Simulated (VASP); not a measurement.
Input of a VASP 6.6.1 run:

The input INCAR:

```
  PREC = Accurate
  ENCUT = 520
  EDIFF = 1E-6
  ISMEAR = 0
  SIGMA = 0.05
  LREAL = F
  LASPH = T
  NELM = 80
  ALGO = Normal
  ISIF = 2
  LWAVE = F
  LCHARG = F
  GGA = CA
  NBANDS = 26
```

KPOINTS

```
Automatic mesh
0
Gamma
  12 12 4
```

POSCAR

```
C
1.0
    2.4896249417      0.0000000000      0.0000000000
   -1.2448124708      2.1560784454      0.0000000000
    0.0000000000      0.0000000000      8.2142660865
C
8
Direct
   -0.0180567289     -0.0132184430      0.0929365318
    0.0180567289      0.0132184430      0.5929365318
    0.0180567289      0.0132184430      0.4070634682
   -0.0180567289     -0.0132184430      0.9070634682
    0.3183727660      0.6557147713      0.1555443640
    0.6816272340      0.3442852287      0.6555443640
    0.3482939007      0.6776185621      0.3444556360
    0.6517060993      0.3223814379      0.8444556360
```

Potentials or basis: VASP PAW LDA potentials, release 64 (C).

Launch:

```console
$ cat potpaw_LDA.64/C/POTCAR > POTCAR
$ mpirun -np 1 vasp_std > vasp.out
```

(1) Estimate the band gap on the k mesh.

(2) Estimate the pressure.

(3) Predict the largest force.

Answers

(1) 4.58 eV (least direct gap 5.33 eV).

(2) 1.7 GPa.

(3) 0.282 eV/Å.

Caveat: the cell differs from its parent crystal (atoms displaced along several vibrational modes).
